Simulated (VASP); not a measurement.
HfO2, 12 atoms in the cell. It takes space group P2_1/c (No. 14, monoclinic). Conventional cell: a = 5.094 Å, b = 5.151 Å, c = 5.276 Å, α = 90.00°, β = 99.56°, γ = 90.00°. Hf (site symmetry 1) has 7 O at 2.03 to 2.24 Å within 2.7 Å. O (site symmetry 1) has 4 Hf at 2.13 to 2.24 Å and 5 O at 2.52 to 2.71 Å within 2.8 Å. O (site symmetry 1) has 3 Hf at 2.03 to 2.13 Å and 2 O at 2.52 to 2.56 Å within 2.7 Å. 

| Item | Value |
| --- | --- |
| Program | VASP 6.6.1 |
| Task | relaxation of cell and atoms |
| Functional | PBE |
| Potentials or basis | VASP PAW PBE potentials, release 64 (Hf_pv, O) |
| Cutoff | 600 eV |
| k mesh | 5 × 5 × 5 |
| Occupations | gaussian, width 0.01 eV |
| Spin | no spin polarisation |
| Dipole correction | no |
| Further INCAR settings | ALGO = Normal; EDIFF = 1e-07; IBRION = 2; EDIFFG = -0.005; NSW = 80; ISIF = 3 |

Potentials or basis: VASP PAW PBE potentials, release 64 (Hf_pv, O).

The run is started by

```sh
$ cat potpaw_PBE.64/Hf_pv/POTCAR potpaw_PBE.64/O/POTCAR > POTCAR
$ mpirun -np 1 vasp_std > vasp.out
```

Hardware: 1 thread of Intel(R) Xeon(R) 6975P-C (Granite Rapids), on a shared host.

How long does it take, and how much memory?

Run time: 38 min on 1 thread of Intel(R) Xeon(R) 6975P-C (Granite Rapids), on a shared host, peak memory 0.45 GiB. Counts: scf iterations 182, k points 39, ion steps 24.
